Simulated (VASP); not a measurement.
A run of VASP 6.6.1 is set up as follows.

The input INCAR:

```
SYSTEM = Y2C
ALGO = Normal
EDIFF = 1E-8
ENCUT = 520
GGA = CA
ISIF = 2
ISMEAR = -1
LASPH = .True.
LCHARG = .False.
LEFG = .True.
LREAL = .False.
LWAVE = .False.
NBANDS = 20
NELM = 80
PREC = Accurate
SIGMA = 0.05
```

KPOINTS

```
k-points
0
Gamma
  10 10 10
  0 0 0
```

File POSCAR:

```
Y2C
1.0
    1.8124150000      1.0463982881      5.9880000000
   -1.8124150000      1.0463982881      5.9880000000
    0.0000000000     -2.0927965763      5.9880000000
Y C
2 1
Direct
    0.2579300000      0.2579300000      0.2579300000
    0.7420700000      0.7420700000      0.7420700000
    0.0000000000      0.0000000000      0.0000000000
```

Potentials or basis: VASP PAW LDA potentials, release 64 (Y_sv, C).

Launch:

```console
$ cat potpaw_LDA.64/Y_sv/POTCAR potpaw_LDA.64/C/POTCAR > POTCAR
$ mpirun -np 1 vasp_std > vasp.out
```

Task: Predict the pressure.

Result: -5.1 GPa.

Task: What does it give for the band gap on the k mesh?

Result: Zero (bands 13 and 14 overlap by 0.29 eV).

Task: Predict the largest force.

Result: 0.696 eV/Å.

Electric field gradients, principal values (V/Å²):
```tsv
atom	least	middle	greatest (by size)
1 Y	7.296	7.296	-14.591
2 Y	7.296	7.296	-14.591
3 C	-3.825	-3.825	7.650
```

Caveat: the cell stands under tension; without QUAD_EFG the Cq values of the log hold for a quadrupole moment of 1 mb, not for the nuclei.
